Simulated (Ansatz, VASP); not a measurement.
# SrTiO3 in VASP and in Ansatz

INCAR

```
ALGO     = Normal         # electronic algorithm
EDIFF    = 1E-6           # SCF threshold, eV
ENCUT    = 520            # plane-wave cutoff, eV
GGA      = PE             # functional
ISIF     = 2              # what is computed and relaxed
ISMEAR   = 0              # smearing method
LASPH    = True           # aspherical terms in the spheres
LCHARG   = True           # write CHGCAR
LELF     = True           # ELF
LREAL    = False          # projectors in reciprocal space
LVHAR    = True         
LWAVE    = False          # write WAVECAR
NBANDS   = 51             # bands
NELM     = 80             # most SCF steps
PREC     = Accurate       # precision mode
SIGMA    = 0.05           # smearing width, eV
```

KPOINTS

```
k-points
0
Gamma
  8 8 8
```

File POSCAR:

```
SrTiO3
1.0
   -2.7775777983      2.7775777983      3.9467274087
    2.7775777983     -2.7775777983      3.9467274087
    2.7775777983      2.7775777983     -3.9467274087
Sr Ti O
2 2 6
Direct
    0.7500000000      0.2500000000      0.5000000000
    0.2500000000      0.7500000000      0.5000000000
    0.0000000000      0.0000000000      0.0000000000
    0.5000000000      0.5000000000      0.0000000000
    0.2500000000      0.2500000000      0.0000000000
    0.7500000000      0.7500000000      0.0000000000
    0.7280787197      0.2280787197      0.9561574393
    0.2280787197      0.2719212803      0.5000000000
    0.2719212803      0.7719212803      0.0438425607
    0.7719212803      0.7280787197      0.5000000000
```

Input for Ansatz:

```yaml
crystal:
  lattice:
    - [-2.7775777983, 2.7775777983, 3.9467274087]
    - [2.7775777983, -2.7775777983, 3.9467274087]
    - [2.7775777983, 2.7775777983, -3.9467274087]
  atoms:
    - { symbol: Sr, position: [0.75, 0.25, 0.5] }
    - { symbol: Sr, position: [0.25, 0.75, 0.5] }
    - { symbol: Ti, position: [0.0, 0.0, 0.0] }
    - { symbol: Ti, position: [0.5, 0.5, 0.0] }
    - { symbol: O, position: [0.25, 0.25, 0.0] }
    - { symbol: O, position: [0.75, 0.75, 0.0] }
    - { symbol: O, position: [0.7280787197, 0.2280787197, 0.9561574393] }
    - { symbol: O, position: [0.2280787197, 0.2719212803, 0.5] }
    - { symbol: O, position: [0.2719212803, 0.7719212803, 0.0438425607] }
    - { symbol: O, position: [0.7719212803, 0.7280787197, 0.5] }
basis:
  ecutwfc: 520.0
kpoints:
  mp_grid: { grid: [8, 8, 8] }
hamiltonian:
  xc: pbe
  pseudopotentials: { kind: paw, azcp: { folder: soft_1 } }
scf:
  occupations: { method: gaussian, width: 0.05 }
output:
  forces: true
  stress: true
  eigenvalues: true
  write_density: true
  write_potential: true
  elf: true
  volumetric_format: npy
```

Alike in both runs: task single point; functional PBE; k mesh 8 × 8 × 8; occupations gaussian, width 0.05 eV; no spin polarisation.

|  | VASP | Ansatz |
| --- | --- | --- |
| version | VASP 6.6.1 | Ansatz 0.2.0 |
| potentials or method | VASP PAW PBE potentials, release 64 (Sr_sv, Ti_sv, O), cutoff 520 eV | scalar-relativistic, plane waves, PAW |
| valence electrons in the cell | 80 | 80 |

VASP gave:

| Item | Value |
| --- | --- |
| gap on the k mesh at the Fermi level (eV) | 1.90 |
| least direct gap on the mesh (eV) | 1.90 |
| pressure (GPa) | 0.6 |

**Question.** What did Ansatz give for the same quantities?

**Answer.** gap on the k mesh at the Fermi level (eV): 1.93; least direct gap on the mesh (eV): 1.93; pressure (GPa): 0.0.

With one functional, cell and mesh, what is left measures potentials, basis and numerics.
